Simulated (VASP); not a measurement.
Crystal: LiAl4O.

```xyz
6
Lattice="2.8679 0.0000 0.0000 -1.4339 2.4836 0.0000 0.0000 0.0000 13.4375" Properties=species:S:1:pos:R:3 pbc="T T T"
Li    0.0000    0.0000    7.1248
Al    1.4339    0.8279    9.4786
Al    0.0000    0.0000   11.8556
Al    0.0000    0.0000    2.5567
Al    1.4339    0.8279    4.9026
O     1.4339    0.8279    1.7821
```

The cell was built from a structure type or drawn by symmetry, and may not be a known phase.

| Quantity | Value |
| --- | --- |
| Program | VASP 6.6.1 |
| Task | relaxation of cell and atoms |
| Functional | PBE |
| Potentials or basis | VASP PAW PBE potentials, release 64 (Li_sv, Al, O) |
| Cutoff | 600 eV |
| k mesh | 18 × 18 × 4 |
| Occupations | gaussian, width 0.1 eV |
| Spin | no spin polarisation |

At the start: pressure 0.5 GPa; volume 15.95 Å³/atom.

Question: How do energy, volume and symmetry change on relaxing?

Answer: Over 28 steps the energy falls by 4.1 meV/atom and the volume is 16.63 Å³/atom (+4.3 %); space group P3m1 (No. 156, to 0.1 Å) before and after.

Step by step:
```csv
step,energy change (eV),largest force (eV/Å),pressure (GPa),volume (Å³)
1,0.0000,0.2431,0.51,95.71
2,-0.0080,0.1694,0.20,96.42
3,-0.0096,0.1494,-0.01,96.91
4,-0.0127,0.1098,-0.18,97.13
5,-0.0147,0.1107,-0.46,97.51
6,-0.0165,0.0559,-0.14,97.25
7,-0.0169,0.0649,0.08,97.07
8,-0.0172,0.0533,0.05,97.11
9,-0.0176,0.0404,-0.04,97.26
10,-0.0177,0.0479,-0.05,97.30
11,-0.0180,0.0457,-0.04,97.30
12,-0.0186,0.0480,0.01,97.28
13,-0.0191,0.0761,0.10,97.25
14,-0.0195,0.0396,0.05,97.34
15,-0.0198,0.1209,-0.11,97.59
16,-0.0200,0.1195,-0.09,97.62
17,-0.0206,0.1166,-0.03,97.70
18,-0.0216,0.1080,0.09,97.87
19,-0.0223,0.0907,0.34,98.21
20,-0.0236,0.0406,0.21,98.82
21,-0.0240,0.1048,-0.03,99.89
22,-0.0241,0.0660,0.05,99.54
23,-0.0244,0.0289,-0.12,99.83
24,-0.0244,0.0287,-0.12,99.84
25,-0.0245,0.0160,-0.03,99.80
26,-0.0245,0.0135,0.00,99.79
27,-0.0245,0.0134,0.01,99.79
28,-0.0246,0.0069,0.03,99.80
```

Final structure:
```cif
data_structure
_symmetry_space_group_name_H-M 'P 1'
_symmetry_Int_Tables_number 1
_cell_length_a 2.8844
_cell_length_b 2.8844
_cell_length_c 13.8507
_cell_angle_alpha 90.000
_cell_angle_beta 90.000
_cell_angle_gamma 120.000
_cell_volume 99.80
loop_
_atom_site_label
_atom_site_type_symbol
_atom_site_fract_x
_atom_site_fract_y
_atom_site_fract_z
_atom_site_occupancy
Li1 Li 0.00000 0.00000 0.53294 1
Al1 Al 0.66667 0.33333 0.69783 1
Al2 Al 0.00000 0.00000 0.86596 1
Al3 Al 0.00000 0.00000 0.19681 1
Al4 Al 0.66667 0.33333 0.36881 1
O1 O 0.66667 0.33333 0.14327 1
```

Caveat: the cutoff is under 1.25 times the usual one of these potentials, so pressure, stress and relaxed cells hold a basis-set (Pulay) error; an odd number of electrons without spin polarisation forces a metal; a magnetic or distorted state may lie lower.
